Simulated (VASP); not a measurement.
# Si in VASP: single point with PBE+D3(BJ)

Aim: the single point of Si with PBE+D3(BJ).

Program: VASP 6.6.1. These are calculated values, not measurements. Logs are shortened: lines on timing, memory, paths and dates and some standing lists are left out, and cuts for length are marked.

## 1. The cell of the first run

The cell holds a slab with vacuum, 4 atoms: a = 3.847 Å, b = 3.847 Å, c = 18.445 Å, α = 90.00°, β = 90.00°, γ = 120.00°.

## 2. Single point, PBE+D3(BJ)

INCAR

```
  PREC = Accurate
  ENCUT = 400
  EDIFF = 1E-6
  ISMEAR = 0
  SIGMA = 0.1
  LREAL = F
  LASPH = T
  NELM = 120
  ALGO = Normal
  ISIF = 2
  LWAVE = F
  LCHARG = F
  LDIPOL = T
  IDIPOL = 3
  DIPOL = 0.5 0.5 0.374
  GGA = PE
  IVDW = 12
  NBANDS = 16
  GGA_COMPAT = F
  NELMDL = -8
```

KPOINTS

```
Automatic mesh
0
Gamma
  9 9 1
```

POSCAR

```
Si
1.0
    3.8472023567      0.0000000000      0.0000000000
   -1.9236011784      3.3317749744      0.0000000000
    0.0000000000      0.0000000000     18.4446971473
Si
4
Direct
    0.3333333333      0.6666666667      0.2695814702
    0.6666666667      0.3333333333      0.2439725610
    0.8333333333      0.6666666667      0.5039224593
    0.5000000000      1.0000000000      0.4783135501
```

Potentials or basis: VASP PAW PBE potentials, release 64 (Si).

Launch:

```console
> cat potpaw_PBE.64/Si/POTCAR > POTCAR
> mpirun -np 1 vasp_std > vasp.out
```

OUTCAR:

```text
PREC = Accurate
   ENCUT = 400
   EDIFF = 1E-6
   ISMEAR = 0
   LREAL = F
   LASPH = T
   NELM = 120
   ISIF = 2
   GGA = PE
   IVDW = 12
   NELMDL = -8
 IVDW          = 12

 ion  position               nearest neighbor table
   1  0.333  0.667  0.270-   2 2.27   2 2.27   2 2.27
   2  0.667  0.333  0.244-   1 2.27   1 2.27   1 2.27
   3  0.833  0.667  0.504-   4 2.27   4 2.27   4 2.27
   4  0.500  0.000  0.478-   3 2.27   3 2.27   3 2.27

  LATTYP: Found a hexagonal cell.
 ALAT       =     3.8472023567
 C/A-ratio  =     4.7943142671

  Lattice vectors:

 A1 = (   3.8472023567,   0.0000000000,   0.0000000000)
 A2 = (  -1.9236011784,   3.3317749744,   0.0000000000)
 A3 = (   0.0000000000,   0.0000000000,  18.4446971473)

Analysis of symmetry for initial positions (statically):
=====================================================================
 Subroutine PRICEL returns:
 Original cell was already a primitive cell.

 Routine SETGRP: Setting up the symmetry group for a
 hexagonal supercell.

 Subroutine GETGRP returns: Found  2 space group operations
 (whereof  2 operations were pure point group operations)
 out of a pool of 24 trial point group operations.

The static configuration has the point symmetry C_1h.

Analysis of symmetry for dynamics (positions and initial velocities):
=====================================================================
 Subroutine PRICEL returns:
 Original cell was already a primitive cell.

 Routine SETGRP: Setting up the symmetry group for a
 hexagonal supercell.

 Subroutine GETGRP returns: Found  2 space group operations
 (whereof  2 operations were pure point group operations)
 out of a pool of 24 trial point group operations.

The dynamic configuration has the point symmetry C_1h.

 Subroutine INISYM returns: Found  2 space group operations
 (whereof  2 operations are pure point group operations),
 and found     1 'primitive' translations

----------------------------------------------------------------------------------------

                                     Primitive cell

  volume of cell :     236.4244

  direct lattice vectors                    reciprocal lattice vectors
     3.847202357  0.000000000  0.000000000     0.259929140  0.150070159  0.000000000
    -1.923601178  3.331774974  0.000000000     0.000000000  0.300140318  0.000000000
     0.000000000  0.000000000 18.444697147     0.000000000  0.000000000  0.054216125

  length of vectors
     3.847202357  3.847202357 18.444697147     0.300140318  0.300140318  0.054216125

  position of ions in fractional coordinates (direct lattice)
     0.333333333  0.666666667  0.269581470
     0.666666667  0.333333333  0.243972561
     0.833333333  0.666666667  0.503922459
     0.500000000  0.000000000  0.478313550

  ion indices of the primitive-cell ions
   primitive index   ion index
                 1           1
                 2           2
                 3           3
                 4           4

----------------------------------------------------------------------------------------

 KPOINTS: Automatic mesh

Automatic generation of k-mesh.
 Grid dimensions read from file:
 generate k-points for:    9    9    1

 Generating k-lattice:

  Cartesian coordinates                     Fractional coordinates (reciprocal lattice)
     0.028881016  0.016674462  0.000000000     0.111111111 -0.000000000  0.000000000
     0.000000000  0.033348924  0.000000000     0.000000000  0.111111111  0.000000000
     0.000000000  0.000000000  0.054216125     0.000000000  0.000000000  1.000000000

  Length of vectors
     0.033348924  0.033348924  0.054216125

  Shift w.r.t. Gamma in fractional coordinates (k-lattice)
     0.000000000  0.000000000  0.000000000

 Subroutine IBZKPT returns following result:
 ===========================================

 Found     25 irreducible k-points:

 Following reciprocal coordinates:
            Coordinates               Weight
  0.000000  0.000000  0.000000      1.000000
  0.111111  0.000000  0.000000      4.000000
  0.000000  0.111111  0.000000      2.000000
  0.222222  0.000000  0.000000      4.000000
  0.000000  0.222222  0.000000      2.000000
  0.333333 -0.000000  0.000000      4.000000
[... 16 lines left out ...]
 -0.222222 -0.444444  0.000000      4.000000
  0.444444  0.333333  0.000000      4.000000
   k-points           NKPTS =     25   k-points in BZ     NKDIM =     25   number of bands    NBANDS=     16
   number of dos      NEDOS =    301   number of ions     NIONS =      4
   total plane-waves  NPLWV =  94080
   dimension x,y,z NGX =    28 NGY =   28 NGZ =  120
   dimension x,y,z NGXF=    56 NGYF=   56 NGZF=  240
   ions per type =               4
   NGX,Y,Z   is equivalent  to a cutoff of  12.10, 12.10, 10.82 a.u.
   NGXF,Y,Z  is equivalent  to a cutoff of  24.20, 24.20, 21.63 a.u.
 SYSTEM =  unknown system
   PREC   = accura    normal or accurate (medium, high low for compatibility)
   ISTART =      0    job   : 0-new  1-cont  2-samecut
   ICHARG =      2    charge: 1-file 2-atom 10-const
   ISPIN  =      1    spin polarized calculation?
   LNONCOLLINEAR =      F non collinear calculations
   LSORBIT =      F    spin-orbit coupling
   LASPH  =      T    aspherical Exc in radial PAW
   ENCUT  =  400.0 eV  29.40 Ry    5.42 a.u.   6.27  6.27 30.08*2*pi/ulx,y,z
   NELM   =    120;   NELMIN=  2; NELMDL= -8     # of ELM steps
   EDIFF  = 0.1E-05   stopping-criterion for ELM
   LREAL  =      F    real-space projection
   EDIFFG = 0.1E-04   stopping-criterion for IOM
   NSW    =      0    number of steps for IOM
   IBRION =     -1    ionic relax: 0-MD 1-quasi-New 2-CG
   NFREE  =      0    steps in history (QN), initial steepest desc. (CG)
   ISIF   =      2    stress and relaxation
   ISYM   =      2    0-nonsym 1-usesym 2-fastsym
   POTIM  = 0.5000    time-step for ionic-motion
   TEBEG  =    0.0;   TEEND  =   0.0 temperature during run
   PSTRESS=    0.0 pullay stress
   NELECT =      16.0000    total number of electrons
   NUPDOWN=      -1.0000    fix difference up-down
   EMIN   =  10.00;   EMAX   =-10.00  energy-range for DOS
   EFERMI =   0.00;   METHOD = LEGACY
   ISMEAR =     0;   SIGMA  =   0.10  broadening in eV -4-tet -1-fermi 0-gaus
   EFERMI_NEDOS =   21; number of points for ismear=-14 and -15
   IALGO  =     38    algorithm
   IMIX   =      4    mixing-type and parameters
     AMIX     =   0.40;   BMIX     =  1.00
     AMIX_MAG =   1.60;   BMIX_MAG =  1.00
  volume/ion in A,a.u.               =      59.11       398.87
  Fermi-wavevector in a.u.,A,eV,Ry     =   0.667141  1.260713  6.055636  0.445077
  Thomas-Fermi vector in A             =   1.741657
   LORBIT       =      0    0 simple, 1 ext, 2 COOP (PROOUT), +10 PAW based schemes
   GGA     = PE    functional components
   LHFCALC =     F    Hartree Fock is set to
   AEXX    =    0.0000 exact exchange contribution
   IVDW    =    12    specifies the selected vdW correction
   LEPSILON=     F    determine dielectric tensor
   LRPA    =     F    only Hartree local field effects (RPA)
 non-spin polarized calculation
 Gauss-broadening in eV      SIGMA  =   0.10
  energy-cutoff  :      400.00
  volume of cell :      236.42
 maximum number of plane-waves:      4311
 NGX is ok and might be reduce to    28
   NGX = 13   NGY = 13   NGZ = 61

 dipolmoment           0.000000      0.000000     -0.000010 electrons x Angstroem

 number of electron      16.0000000 magnetization

 dipolmoment           0.000000      0.000000      0.003690 electrons x Angstroem

 Free energy of the ion-electron system (eV)
  ---------------------------------------------------
  ext. energy  EPLUGINS =         0.00000000
  ---------------------------------------------------
  free energy    TOTEN  =       -19.17312057 eV

  energy without entropy =      -19.17309176  energy(sigma->0) =      -19.17310617

 E-fermi :  -1.0188     XC(G=0):  -4.2100

 val. band max:       -1.2326491954   @ k =   0.3333   0.3333   0.0000
 cond. band min:      -0.8046461048   @ k =   0.3333   0.3333   0.0000
 fundamental gap:      0.4280030906
 Fermi energy:        -1.0187550481

 k-point     1 :       0.0000    0.0000    0.0000
  band No.  band energies     occupation
      1     -12.1782      2.00000
      2     -12.0497      2.00000
      3      -4.6963      2.00000
      4      -3.7244      2.00000
      5      -2.2196      2.00000
      6      -2.2169      2.00000
[... 8 lines left out ...]
     15       2.0698      0.00000
     16       2.5938      0.00000

 k-point     2 :       0.1111    0.0000    0.0000
  band No.  band energies     occupation
      1     -12.0325      2.00000
      2     -11.9044      2.00000
      3      -4.5866      2.00000
      4      -3.6907      2.00000
      5      -3.1916      2.00000
      6      -3.0785      2.00000
[... 8 lines left out ...]
     15       2.5785      0.00000
     16       2.6907      0.00000

 k-point     3 :       0.0000    0.1111    0.0000
  band No.  band energies     occupation
      1     -12.0324      2.00000
      2     -11.9044      2.00000
      3      -4.5840      2.00000
      4      -3.6988      2.00000
      5      -3.1747      2.00000
      6      -3.0904      2.00000
[... 8 lines left out ...]
     15       2.5970      0.00000
     16       2.6683      0.00000
[... 362 lines left out ...]
 k-point    23 :      -0.2222   -0.4444    0.0000
  band No.  band energies     occupation
      1      -9.6710      2.00000
      2      -9.5727      2.00000
      3      -8.1236      2.00000
      4      -8.0201      2.00000
      5      -5.1083      2.00000
      6      -5.0168      2.00000
[... 8 lines left out ...]
     15       4.6870      0.00000
     16       5.1315      0.00000

 k-point    24 :       0.4444    0.3333    0.0000
  band No.  band energies     occupation
      1      -9.6799      2.00000
      2      -9.5642      2.00000
      3      -8.1114      2.00000
      4      -8.0322      2.00000
      5      -5.1002      2.00000
      6      -5.0245      2.00000
[... 8 lines left out ...]
     15       4.6625      0.00000
     16       5.1546      0.00000

 [... further k-points ...]

------------------------ aborting loop because EDIFF is reached ----------------------------------------

 vacuum level on the upper side and lower side of the slab       (xc-potential included)        -0.128        -0.177

 Edisp (eV)   -0.98506

 E8    (eV) :    -0.4186

  FORCE on cell =-STRESS in cart. coord.  units (eV):
  Direction    XX          YY          ZZ          XY          YZ          ZX
  --------------------------------------------------------------------------------------
  -------------------------------------------------------------------------------------
  Total      -0.18511    -0.14157    -0.81884     0.00000     0.06949    -0.00000
  in kB      -1.25445    -0.95940    -5.54904     0.00000     0.47091    -0.00000
  external pressure =       -2.59 kB  Pullay stress =        0.00 kB

 VOLUME and BASIS-vectors are now :
 -----------------------------------------------------------------------------
  energy-cutoff  :      400.00
  volume of cell :      236.42
      direct lattice vectors                 reciprocal lattice vectors
     3.847202357  0.000000000  0.000000000     0.259929140  0.150070159  0.000000000
    -1.923601178  3.331774974  0.000000000     0.000000000  0.300140318  0.000000000
     0.000000000  0.000000000 18.444697147     0.000000000  0.000000000  0.054216125

 POSITION                                       TOTAL-FORCE (eV/Angst)
 -----------------------------------------------------------------------------------
     -0.00000      2.22118      4.97235         0.000000     -0.001053      0.169684
      1.92360      1.11059      4.50000         0.000000     -0.013567      0.031317
      1.92360      2.22118      9.29470        -0.000000      0.014392     -0.015556
      1.92360      0.00000      8.82235        -0.000000      0.000228     -0.185445
 -----------------------------------------------------------------------------------
    total drift:                                0.000000      0.000003      0.000138

  FREE ENERGIE OF THE ION-ELECTRON SYSTEM (eV)
  ---------------------------------------------------
  free  energy   TOTEN  =       -20.1581851627 eV

  energy  without entropy=      -20.1581563560  energy(sigma->0) =      -20.15817076

 vacuum level on the upper side and lower side of the slab         3.521         3.473
```

Run time: 1.7 min. Hardware: 1 thread of Intel Xeon 6975P-C, shared host; peak memory 0.3 GiB.

What came out:

- Free energy: -20.1582 eV
- Largest force: 0.185 eV/Å
- Band gap on the k mesh: 0.43 eV, direct
- Dispersion energy per atom: -0.246 eV

Forces in eV/Å, atoms in the order of the input:
```
Si   0.000 -0.001  0.170
Si   0.000 -0.014  0.031
Si   0.000  0.014 -0.016
Si   0.000  0.000 -0.185
```

Levels at points of the mesh, in eV from the valence-band top:
| k point | band 5 | band 6 | band 7 | band 8 | band 9 | band 10 | band 11 | band 12 |
| --- | --- | --- | --- | --- | --- | --- | --- | --- |
| (0.00, 0.00, 0.00) | -0.99 | -0.98 | -0.94 | -0.94 | 2.25 | 2.30 | 2.44 | 3.23 |
